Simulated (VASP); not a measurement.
# AgI (P6_3mc) in VASP: further runs

Runs on AgI. Level: PBE. Tasks: single point.

All numbers are computed with VASP 6.6.1; they aren't measurements. Logs are shortened: lines on timing, memory, paths and dates and some standing lists are left out, and cuts for length are marked.

## (1) The cell of the first run

Symmetry: P6_3mc, No. 186, hexagonal system. The conventional cell has a = 4.616 Å, b = 4.616 Å, c = 7.730 Å, α = 90.00°, β = 90.00°, γ = 120.00°. Ag (site symmetry 3m) has 4 I at 2.83 to 2.90 Å within 3.7 Å. I (site symmetry 3m) has 4 Ag at 2.83 to 2.90 Å within 3.7 Å.

## (2) Single point, PBE (biaxial strain in the a-b plane: -1.5 %)

Input file INCAR:

```
  PREC = Accurate
  ENCUT = 500
  EDIFF = 1E-6
  ISMEAR = 0
  SIGMA = 0.02
  LREAL = False
  LASPH = True
  NELM = 120
  ALGO = Normal
  ISIF = 2
  LWAVE = False
  LCHARG = False
  GGA = PE
  NBANDS = 26
  GGA_COMPAT = False
```

Input file KPOINTS:

```
Automatic mesh
0
Gamma
  6 6 4
```

Input file POSCAR:

```
AgI
1.0
    4.6159924891      0.0000000000      0.0000000000
   -2.3079962446      3.9975667593      0.0000000000
    0.0000000000      0.0000000000      7.7300827097
Ag I
2 2
Direct
    0.3333333333      0.6666666667      0.0024494374
    0.6666666667      0.3333333333      0.5024494374
    0.3333333333      0.6666666667      0.3774505626
    0.6666666667      0.3333333333      0.8774505626
```

Potentials or basis: VASP PAW PBE potentials, release 64 (Ag, I).

Command:

```sh
cat potpaw_PBE.64/Ag/POTCAR potpaw_PBE.64/I/POTCAR > POTCAR
mpirun -np 1 vasp_std > vasp.out
```

OUTCAR:

```text
PREC = Accurate
   ENCUT = 500
   EDIFF = 1E-6
   ISMEAR = 0
   LREAL = False
   LASPH = True
   NELM = 120
   ISIF = 2
   GGA = PE

 ion  position               nearest neighbor table
   1  0.333  0.667  0.002-   4 2.83   4 2.83   4 2.83   3 2.90
   2  0.667  0.333  0.502-   3 2.83   3 2.83   3 2.83   4 2.90
   3  0.333  0.667  0.377-   2 2.83   2 2.83   2 2.83   1 2.90
   4  0.667  0.333  0.877-   1 2.83   1 2.83   1 2.83   2 2.90

  LATTYP: Found a hexagonal cell.
 ALAT       =     4.6159924891
 C/A-ratio  =     1.6746306949

  Lattice vectors:

 A1 = (   4.6159924891,   0.0000000000,   0.0000000000)
 A2 = (  -2.3079962446,   3.9975667593,   0.0000000000)
 A3 = (   0.0000000000,   0.0000000000,   7.7300827097)

Analysis of symmetry for initial positions (statically):
=====================================================================
 Subroutine PRICEL returns:
 Original cell was already a primitive cell.

 Routine SETGRP: Setting up the symmetry group for a
 hexagonal supercell.

 Subroutine GETGRP returns: Found 12 space group operations
 (whereof  6 operations were pure point group operations)
 out of a pool of 24 trial point group operations.

The static configuration has the point symmetry C_3v.
 The point group associated with its full space group is C_6v.

Analysis of symmetry for dynamics (positions and initial velocities):
=====================================================================
 Subroutine PRICEL returns:
 Original cell was already a primitive cell.

 Routine SETGRP: Setting up the symmetry group for a
 hexagonal supercell.

 Subroutine GETGRP returns: Found 12 space group operations
 (whereof  6 operations were pure point group operations)
 out of a pool of 24 trial point group operations.

The dynamic configuration has the point symmetry C_3v.
 The point group associated with its full space group is C_6v.

 Subroutine INISYM returns: Found 12 space group operations
 (whereof  6 operations are pure point group operations),
 and found     1 'primitive' translations

----------------------------------------------------------------------------------------

                                     Primitive cell

  volume of cell :     142.6412

  direct lattice vectors                    reciprocal lattice vectors
     4.615992489  0.000000000  0.000000000     0.216638134  0.125076085  0.000000000
    -2.307996245  3.997566759  0.000000000     0.000000000  0.250152170  0.000000000
     0.000000000  0.000000000  7.730082710     0.000000000  0.000000000  0.129364722

  length of vectors
     4.615992489  4.615992489  7.730082710     0.250152170  0.250152170  0.129364722

  position of ions in fractional coordinates (direct lattice)
     0.333333333  0.666666667  0.002449437
     0.666666667  0.333333333  0.502449437
     0.333333333  0.666666667  0.377450563
     0.666666667  0.333333333  0.877450563

  ion indices of the primitive-cell ions
   primitive index   ion index
                 1           1
                 2           2
                 3           3
                 4           4

----------------------------------------------------------------------------------------

 KPOINTS: Automatic mesh

Automatic generation of k-mesh.
 Grid dimensions read from file:
 generate k-points for:    6    6    4

 Generating k-lattice:

  Cartesian coordinates                     Fractional coordinates (reciprocal lattice)
     0.036106356  0.020846014  0.000000000     0.166666667  0.000000000  0.000000000
     0.000000000  0.041692028  0.000000000     0.000000000  0.166666667  0.000000000
     0.000000000  0.000000000  0.032341180     0.000000000  0.000000000  0.250000000

  Length of vectors
     0.041692028  0.041692028  0.032341180

  Shift w.r.t. Gamma in fractional coordinates (k-lattice)
     0.000000000  0.000000000  0.000000000

 Subroutine IBZKPT returns following result:
 ===========================================

 Found     21 irreducible k-points:

 Following reciprocal coordinates:
            Coordinates               Weight
  0.000000  0.000000  0.000000      1.000000
  0.166667  0.000000  0.000000      6.000000
  0.333333  0.000000  0.000000      6.000000
  0.500000  0.000000  0.000000      3.000000
  0.166667  0.166667  0.000000      6.000000
  0.333333  0.166667  0.000000     12.000000
[... 13 lines left out ...]
  0.333333  0.166667  0.500000     12.000000
  0.333333  0.333333  0.500000      2.000000
   k-points           NKPTS =     21   k-points in BZ     NKDIM =     21   number of bands    NBANDS=     26
   number of dos      NEDOS =    301   number of ions     NIONS =      4
   total plane-waves  NPLWV =  72576
   dimension x,y,z NGX =    36 NGY =   36 NGZ =   56
   dimension x,y,z NGXF=    72 NGYF=   72 NGZF=  112
   ions per type =               2   2
   NGX,Y,Z   is equivalent  to a cutoff of  12.97, 12.97, 12.04 a.u.
   NGXF,Y,Z  is equivalent  to a cutoff of  25.93, 25.93, 24.09 a.u.
 SYSTEM =  unknown system
   PREC   = accura    normal or accurate (medium, high low for compatibility)
   ISTART =      0    job   : 0-new  1-cont  2-samecut
   ICHARG =      2    charge: 1-file 2-atom 10-const
   ISPIN  =      1    spin polarized calculation?
   LNONCOLLINEAR =      F non collinear calculations
   LSORBIT =      F    spin-orbit coupling
   LASPH  =      T    aspherical Exc in radial PAW
   ENCUT  =  500.0 eV  36.75 Ry    6.06 a.u.   8.42  8.42 14.09*2*pi/ulx,y,z
   NELM   =    120;   NELMIN=  2; NELMDL= -5     # of ELM steps
   EDIFF  = 0.1E-05   stopping-criterion for ELM
   LREAL  =      F    real-space projection
   EDIFFG = 0.1E-04   stopping-criterion for IOM
   NSW    =      0    number of steps for IOM
   IBRION =     -1    ionic relax: 0-MD 1-quasi-New 2-CG
   NFREE  =      0    steps in history (QN), initial steepest desc. (CG)
   ISIF   =      2    stress and relaxation
   ISYM   =      2    0-nonsym 1-usesym 2-fastsym
   POTIM  = 0.5000    time-step for ionic-motion
   TEBEG  =    0.0;   TEEND  =   0.0 temperature during run
   PSTRESS=    0.0 pullay stress
   NELECT =      36.0000    total number of electrons
   NUPDOWN=      -1.0000    fix difference up-down
   EMIN   =  10.00;   EMAX   =-10.00  energy-range for DOS
   EFERMI =   0.00;   METHOD = LEGACY
   ISMEAR =     0;   SIGMA  =   0.02  broadening in eV -4-tet -1-fermi 0-gaus
   EFERMI_NEDOS =   21; number of points for ismear=-14 and -15
   IALGO  =     38    algorithm
   IMIX   =      4    mixing-type and parameters
     AMIX     =   0.40;   BMIX     =  1.00
     AMIX_MAG =   1.60;   BMIX_MAG =  1.00
  volume/ion in A,a.u.               =      35.66       240.65
  Fermi-wavevector in a.u.,A,eV,Ry     =   1.034572  1.955057 14.562846  1.070339
  Thomas-Fermi vector in A             =   2.168874
   LORBIT       =      0    0 simple, 1 ext, 2 COOP (PROOUT), +10 PAW based schemes
   GGA     = PE    functional components
   LHFCALC =     F    Hartree Fock is set to
   AEXX    =    0.0000 exact exchange contribution
   IVDW    =     0    specifies the selected vdW correction
   LEPSILON=     F    determine dielectric tensor
   LRPA    =     F    only Hartree local field effects (RPA)
 non-spin polarized calculation
 Gauss-broadening in eV      SIGMA  =   0.02
  energy-cutoff  :      500.00
  volume of cell :      142.64
 maximum number of plane-waves:      3659
 NGX is ok and might be reduce to    36
   NGX = 17   NGY = 17   NGZ = 29

 number of electron      36.0000006 magnetization

 Free energy of the ion-electron system (eV)
  ---------------------------------------------------
  ext. energy  EPLUGINS =         0.00000000
  ---------------------------------------------------
  free energy    TOTEN  =        -9.56834007 eV

  energy without entropy =       -9.56834007  energy(sigma->0) =       -9.56834007

 E-fermi :   2.8466     XC(G=0):  -8.2405

 val. band max:        2.7142965608   @ k =   0.0000   0.0000   0.0000
 cond. band min:       4.0566701249   @ k =   0.0000   0.0000   0.0000
 fundamental gap:      1.3423735641
 Fermi energy:         2.8466408623

 k-point     1 :       0.0000    0.0000    0.0000
  band No.  band energies     occupation
      1      -9.8985      2.00000
      2      -9.6561      2.00000
      3      -1.2892      2.00000
      4      -1.2892      2.00000
      5      -1.2580      2.00000
      6      -1.1751      2.00000
[... 18 lines left out ...]
     25       9.4055      0.00000
     26       9.7986      0.00000

 k-point     2 :       0.1667    0.0000    0.0000
  band No.  band energies     occupation
      1      -9.8404      2.00000
      2      -9.6248      2.00000
      3      -1.3377      2.00000
      4      -1.2461      2.00000
      5      -1.2251      2.00000
      6      -1.1615      2.00000
[... 18 lines left out ...]
     25       9.5128      0.00000
     26       9.9193      0.00000

 k-point     3 :       0.3333    0.0000    0.0000
  band No.  band energies     occupation
      1      -9.7119      2.00000
      2      -9.5691      2.00000
      3      -1.4001      2.00000
      4      -1.2508      2.00000
      5      -1.1652      2.00000
      6      -1.0274      2.00000
[... 18 lines left out ...]
     25      10.0025      0.00000
     26      10.4742      0.00000

 k-point     4 :       0.5000    0.0000    0.0000
  band No.  band energies     occupation
      1      -9.6333      2.00000
      2      -9.5529      2.00000
      3      -1.3797      2.00000
      4      -1.2932      2.00000
      5      -1.1292      2.00000
      6      -0.9350      2.00000
[... 18 lines left out ...]
     25      10.1375      0.00000
     26      11.8958      0.00000
[... 409 lines left out ...]
      1      -9.6644      2.00000
      2      -9.6644      2.00000
      3      -1.3889      2.00000
      4      -1.3889      2.00000
      5      -1.1436      2.00000
      6      -1.1436      2.00000
[... 18 lines left out ...]
     25       9.8153      0.00000
     26       9.8153      0.00000

 k-point    20 :       0.3333    0.1667    0.5000
  band No.  band energies     occupation
      1      -9.5924      2.00000
      2      -9.5924      2.00000
      3      -1.3708      2.00000
      4      -1.3708      2.00000
      5      -1.0718      2.00000
      6      -1.0718      2.00000
[... 18 lines left out ...]
     25      10.2161      0.00000
     26      10.2161      0.00000

 k-point    21 :       0.3333    0.3333    0.5000
  band No.  band energies     occupation
      1      -9.5683      2.00000
      2      -9.5683      2.00000
      3      -1.2339      2.00000
      4      -1.2339      2.00000
      5      -1.1410      2.00000
      6      -1.1410      2.00000
[... 18 lines left out ...]
     25      10.9169      0.00000
     26      10.9169      0.00000

------------------------ aborting loop because EDIFF is reached ----------------------------------------

  FORCE on cell =-STRESS in cart. coord.  units (eV):
  Direction    XX          YY          ZZ          XY          YZ          ZX
  --------------------------------------------------------------------------------------
  -------------------------------------------------------------------------------------
  Total        0.8002161      0.8002161     -0.1208480     -0.0000000      0.0000000     -0.0000000
  in kB        8.9882040      8.9882040     -1.3573917     -0.0000000      0.0000000     -0.0000000
  external PRESSURE =       5.5396721 kB  Pullay stress =       0.0000000 kB

 VOLUME and BASIS-vectors are now :
 -----------------------------------------------------------------------------
  energy-cutoff  :      500.00
  volume of cell :      142.64
      direct lattice vectors                 reciprocal lattice vectors
     4.615992489  0.000000000  0.000000000     0.216638134  0.125076085  0.000000000
    -2.307996245  3.997566759  0.000000000     0.000000000  0.250152170  0.000000000
     0.000000000  0.000000000  7.730082710     0.000000000  0.000000000  0.129364722

 POSITION                                       TOTAL-FORCE (eV/Angst)
 -----------------------------------------------------------------------------------
     -0.00000      2.66504      0.01893         0.000000     -0.000000      0.088157
      2.30800      1.33252      3.88398        -0.000000      0.000000      0.088157
     -0.00000      2.66504      2.91772        -0.000000      0.000000     -0.088157
      2.30800      1.33252      6.78277         0.000000      0.000000     -0.088157
 -----------------------------------------------------------------------------------
    total drift:                               -0.000000      0.000000     -0.001725

  FREE ENERGIE OF THE ION-ELECTRON SYSTEM (eV)
  ---------------------------------------------------
  free  energy   TOTEN  =        -9.5683400694 eV

  energy  without entropy=       -9.5683400694  energy(sigma->0) =       -9.56834007
```

It took 32 s on 1 thread of Intel Xeon 6975P-C (Granite Rapids), shared host; peak memory 0.28 GiB.

What came out:

```
Free energy            : -9.5683 eV
Pressure               : 0.6 GPa
Largest force          : 0.088 eV/Å
Band gap on the k mesh : 1.34 eV
```

Forces on the atoms (eV/Å):
```
Ag   0.000  0.000  0.088
Ag   0.000  0.000  0.088
I    0.000  0.000 -0.088
I    0.000  0.000 -0.088
```

Stress tensor (GPa, compression positive):
```
 0.90  0.00  0.00
 0.00  0.90  0.00
 0.00  0.00 -0.14
```

Levels at points of the mesh, in eV from the valence-band top:
```tsv
k point	band 16	band 17	band 18	band 19	band 20	band 21
(0.00, 0.00, 0.00)	-0.13	0.00	0.00	1.34	2.72	5.77
(0.50, 0.00, 0.00)	-1.62	-1.01	-0.69	3.27	3.67	4.79
(0.00, 0.00, 0.50)	-0.32	-0.32	-0.32	2.63	2.63	5.55
(0.50, 0.00, 0.50)	-1.23	-1.15	-1.15	3.23	3.23	4.88
```

Caveat: the cell differs from its parent crystal (biaxial strain in the a-b plane: -1.5 %); spin-orbit coupling is left out, which moves the levels of the heavy elements.

## (3) Single point, PBE (biaxial strain in the a-b plane: -1.5 %, then relaxed in part)

Input file INCAR:

```
  ALGO = Normal
  EDIFF = 1E-6
  ENCUT = 500
  GGA = PE
  GGA_COMPAT = F
  ISIF = 2
  ISMEAR = 0
  LASPH = T
  LCHARG = F
  LREAL = F
  LWAVE = F
  NBANDS = 26
  NELM = 120
  PREC = Accurate
  SIGMA = 0.02
```

Input file KPOINTS:

```
k-points
0
Gamma
  6 6 4
```

Input file POSCAR:

```
AgI
1.0
    4.6159924891      0.0000000000      0.0000000000
   -2.3079962446      3.9975667593      0.0000000000
    0.0000000000      0.0000000000      7.7814994377
Ag I
2 2
Direct
    0.3333333333      0.6666666667      0.0066538623
    0.6666666667      0.3333333333      0.5066538623
    0.3333333333      0.6666666667      0.3732461377
    0.6666666667      0.3333333333      0.8732461377
```

Potentials or basis: VASP PAW PBE potentials, release 64 (Ag, I).

Command:

```sh
cat potpaw_PBE.64/Ag/POTCAR potpaw_PBE.64/I/POTCAR > POTCAR
mpirun -np 1 vasp_std > vasp.out
```

Run time: 39 s. Hardware: 1 thread of Intel Xeon 6975P-C (Granite Rapids), shared host; peak memory 0.29 GiB.

It converged, with:

- Free energy: -9.5735 eV
- Pressure: 0.3 GPa
- Largest force: 0.005 eV/Å
- Band gap on the k mesh: 1.35 eV

Forces on the atoms (eV/Å):
```
Ag   0.000  0.000 -0.005
Ag   0.000  0.000 -0.005
I    0.000  0.000  0.005
I    0.000  0.000  0.005
```

Stress tensor (GPa, compression positive):
```
 0.48  0.00  0.00
 0.00  0.48  0.00
 0.00  0.00 -0.05
```

Levels at points of the mesh, in eV from the valence-band top:
| k point | band 15 | band 16 | band 17 | band 18 | band 19 | band 20 | band 21 | band 22 |
| --- | --- | --- | --- | --- | --- | --- | --- | --- |
| (0.00, 0.00, 0.00) | -0.65 | -0.08 | 0.00 | 0.00 | 1.35 | 2.83 | 5.77 | 5.93 |
| (0.50, 0.00, 0.00) | -2.05 | -1.60 | -1.00 | -0.61 | 3.27 | 3.73 | 4.79 | 5.66 |
| (0.00, 0.00, 0.50) | -0.34 | -0.34 | -0.34 | -0.34 | 2.69 | 2.69 | 5.60 | 5.60 |
| (0.50, 0.00, 0.50) | -1.21 | -1.21 | -1.10 | -1.10 | 3.22 | 3.22 | 4.95 | 4.95 |

Caveat: the cell differs from its parent crystal (biaxial strain in the a-b plane: -1.5 %, then relaxed in part); spin-orbit coupling is left out, which moves the levels of the heavy elements.
